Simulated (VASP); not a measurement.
Ti3Al: single point with r2SCAN

The system is Ti3Al.

```
Ti Al
1.0
     2.92754    0.00000    0.00000
    -1.46377    2.53533    0.00000
     0.00000    0.00000    9.22636
Ti Al
3 1
Direct
  0.35222 0.68057 0.25483
  0.34791 0.69140 0.74630
  0.65209 0.34189 0.00035
  0.66040 0.32153 0.50111
```

```
Program             : VASP 6.6.1
Task                : single point
Functional          : r2SCAN
Potentials or basis : VASP PAW PBE potentials, release 64 (Ti_sv, Al)
Cutoff              : 520 eV
k mesh              : 8 × 8 × 2
Occupations         : methfessel-paxton, width 0.1 eV
Spin                : no spin polarisation
```

```json
{"Pressure": "-0.5 GPa", "Largest force": "0.374 eV/Å", "Band gap on the k mesh": "zero (an odd number of electrons rules out a gap without spin polarisation)"}
```

Forces in eV/Å, atoms in the order of the input:
```
Ti  -0.130 -0.084 -0.283
Ti  -0.052 -0.178  0.324
Ti   0.136  0.049  0.012
Al   0.046  0.213 -0.054
```

Stress tensor (GPa, compression positive):
```
-1.25 -0.79  0.08
-0.79  0.30 -0.14
 0.08 -0.14 -0.48
```

Levels at points of the mesh, in eV from the Fermi level:
```
           k point  band 17  band 18  band 19  band 20  band 21  band 22  band 23  band 24
(0.00, 0.00, 0.00)    -0.77     0.29     0.67     0.99     1.01     1.09     1.12     1.35
(0.50, 0.00, 0.00)    -1.47    -1.29    -0.69    -0.52     1.02     1.11     1.21     1.93
(0.00, 0.50, 0.00)    -1.46    -1.24    -0.77    -0.45     0.99     1.07     1.20     1.97
(0.50, 0.50, 0.00)    -1.45    -1.21    -0.73    -0.42     0.97     1.06     1.18     1.95
(0.00, 0.00, 0.50)    -0.97     0.27     0.73     0.99     1.01     1.08     1.11     1.37
(0.50, 0.00, 0.50)    -1.61    -1.26    -1.00    -0.15     1.06     1.08     1.17     2.08
(0.00, 0.50, 0.50)    -1.57    -1.22    -0.95    -0.24     0.85     1.05     1.14     2.12
(0.50, 0.50, 0.50)    -1.53    -1.20    -0.93    -0.18     0.79     1.04     1.13     2.10
```

Wall time 6 min on 1 thread of Intel(R) Xeon(R) Platinum 8488C (Sapphire Rapids) (shared host), peak memory 0.27 GiB.

Caveat: the PAW data sets were made with another functional, which shifts forces and pressure a little.
